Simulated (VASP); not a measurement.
Wanted: the native input for a VASP 6.6.1 run.

| Item | Value |
| --- | --- |
| Task | single point |
| Functional | PBE |
| Potentials or basis | VASP PAW PBE potentials, release 64 (Zn, Au) |
| Cutoff | 520 eV |
| k mesh | 16 × 16 × 16 |
| Occupations | gaussian, width 0.15 eV |
| Spin | no spin polarisation |
| Dipole correction | no |
| Further INCAR settings | ALGO = Fast; EDIFF = 1e-06; NBANDS = 18 |

The structure of ZnAu lies in POSCAR:

```
ZnAu
1.0
    3.1470000000      0.0000000000      0.0000000000
    0.0000000000      3.1470000000      0.0000000000
    0.0000000000      0.0000000000      3.1470000000
Zn Au
1 1
Direct
    0.5000000000      0.5000000000      0.5000000000
   -0.0674077008      0.0674077008      0.0000000000
```

This cell differs from its parent crystal: all Au atoms moved -0.300 Å, as atom 2 along Cartesian [1 -1 0].

These files were run (other wordings do the same):

INCAR

```
PREC     = Accurate       # precision mode
ENCUT    = 520            # plane-wave cutoff, eV
EDIFF    = 1E-6           # SCF threshold, eV
ISMEAR   = 0              # smearing method
SIGMA    = 0.15           # smearing width, eV
LREAL    = F              # projectors in reciprocal space
LASPH    = T              # aspherical terms in the spheres
NELM     = 100            # most SCF steps
ALGO     = Fast           # electronic algorithm
ISIF     = 2              # what is computed and relaxed
LWAVE    = F              # write WAVECAR
LCHARG   = F              # write CHGCAR
GGA      = PE             # functional
NBANDS   = 18             # bands
```

KPOINTS

```
regular mesh
0
Gamma
  16 16 16
```

Potentials or basis: VASP PAW PBE potentials, release 64 (Zn, Au).

Launch:

```sh
$ cat potpaw_PBE.64/Zn/POTCAR potpaw_PBE.64/Au/POTCAR > POTCAR
$ mpirun -np 1 vasp_std > vasp.out
```

Results of the run:

```yaml
Pressure: 10.0 GPa
Largest_force: 1.445 eV/Å
Band_gap_on_the_k_mesh: zero (an odd number of electrons rules out a gap without spin polarisation)
```

Caveat: the cell differs from its parent crystal (all Au atoms moved -0.300 Å, as atom 2 along Cartesian [1 -1 0]); the cell stands under pressure; spin-orbit coupling is left out, which moves the levels of the heavy elements; forces of over 1 eV/Å act on the atoms, so gaps and moduli don't describe the material at rest.

Wall time 6.8 min on 1 thread of Oxide Virtual Turin-like Processor, with other jobs on the host, peak memory 0.43 GiB.
